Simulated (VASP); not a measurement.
Wanted: the native input for a VASP 6.6.1 run.

```yaml
Task: single point
Functional: PBE
Dispersion: D3(BJ)
Potentials_or_basis: VASP PAW PBE potentials, release 64 (Mn_pv, O)
Cutoff: 520 eV
k_mesh: 12 × 12 × 4
Occupations: gaussian, width 0.02 eV
Spin: collinear spin, ferromagnetic start
Starting_moments: "[2.75, 2.75, 0.0, 0.0, 0.0, 0.0] μB"
Dipole_correction: no
Further_INCAR_settings: ALGO = Normal; EDIFF = 1e-06; NBANDS = 38
```

The structure of MnO2 lies in POSCAR:

```
MnO2
1.0
    2.8719265722      0.0000000000      0.0000000000
   -1.4359632861      2.4871613693      0.0000000000
    0.0000000000      0.0000000000     10.5008157367
Mn O
2 4
Direct
    0.0000000000      0.0000000000      0.0000000000
    0.0000000000      0.0000000000      0.5000000000
    0.3333333333      0.6666666667      0.9089151760
    0.3333333333      0.6666666667      0.5910848240
    0.6666666667      0.3333333333      0.0910848240
    0.6666666667      0.3333333333      0.4089151760
```

These files were run (other wordings do the same):

INCAR

```
SYSTEM = MnO2
PREC = Accurate
ENCUT = 520
EDIFF = 1E-6
ISMEAR = 0
SIGMA = 0.02
LREAL = .False.
LASPH = .True.
NELM = 150
ALGO = Normal
ISIF = 2
LWAVE = .False.
LCHARG = .False.
ISPIN = 2
MAGMOM = 2.75 2.75 0 0 0 0
LORBIT = 11
LMAXMIX = 4
GGA = PE
IVDW = 12
NBANDS = 38
```

KPOINTS

```
regular mesh
0
Gamma
  12 12 4
  0 0 0
```

Potentials or basis: VASP PAW PBE potentials, release 64 (Mn_pv, O).

Launch:

```sh
$ cat potpaw_PBE.64/Mn_pv/POTCAR potpaw_PBE.64/O/POTCAR > POTCAR
$ mpirun -np 1 vasp_std > vasp.out
```

Results of the run:

The pressure is -0.1 GPa, the largest force is 0.090 eV/Å and the band gap on the k mesh is 0.96 eV (least direct gap 1.00 eV). The net moment is 6.00 μB per cell. The site moments are Mn +2.85; O +0.04 μB. The valence electrons inside the program's atomic spheres are Mn 11.71; O 4.99 and the dispersion energy per atom is -0.115 eV.

Caveat: the run started ferromagnetic, and an antiferromagnetic order may lie lower in energy.

It took 3.7 min on 1 thread of Intel(R) Xeon(R) 6975P-C (Granite Rapids) (shared host), peak memory 0.38 GiB.
